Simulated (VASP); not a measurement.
# KI: single point with r2SCAN

The system is KI.

```xyz
2
Lattice="0.0000 3.9659 3.9659 3.9659 0.0000 3.9659 3.9659 3.9659 0.0000" Properties=species:S:1:pos:R:3 pbc="T T T"
K     0.0000    0.0000    0.0000
I     1.9829    1.9829    1.9829
```

| Quantity | Value |
| --- | --- |
| Program | VASP 6.6.1 |
| Task | single point |
| Functional | r2SCAN |
| Potentials or basis | VASP PAW PBE potentials, release 64 (K_sv, I) |
| Cutoff | 520 eV |
| k mesh | 6 × 6 × 6 |
| Occupations | fermi-dirac, width 0.02 eV |
| Spin | no spin polarisation |

```
Pressure               : 0.0 GPa
Band gap on the k mesh : 4.47 eV
```

Levels at points of the mesh, in eV from the valence-band top:
```
           k point  band 4  band 5  band 6  band 7  band 8  band 9  band 10  band 11  band 12  band 13
(0.00, 0.00, 0.00)  -12.36  -10.32    0.00    0.00    0.00    4.47     8.19     8.19     8.82     8.82
(0.50, 0.00, 0.00)  -12.36  -10.21   -0.46   -0.01   -0.01    6.29     6.97     7.71     7.71     9.18
(0.50, 0.50, 0.00)  -12.37  -10.18   -0.47   -0.06   -0.06    5.69     6.84     8.73     9.07     9.07
```

Run time: 68 s on 1 thread of Intel(R) Xeon(R) 6975P-C (Granite Rapids), on a shared host, peak memory 0.29 GiB.

Caveat: the PAW data sets were made with another functional, which shifts forces and pressure a little; spin-orbit coupling is left out, which moves the levels of the heavy elements. A k mesh can miss the band edges.
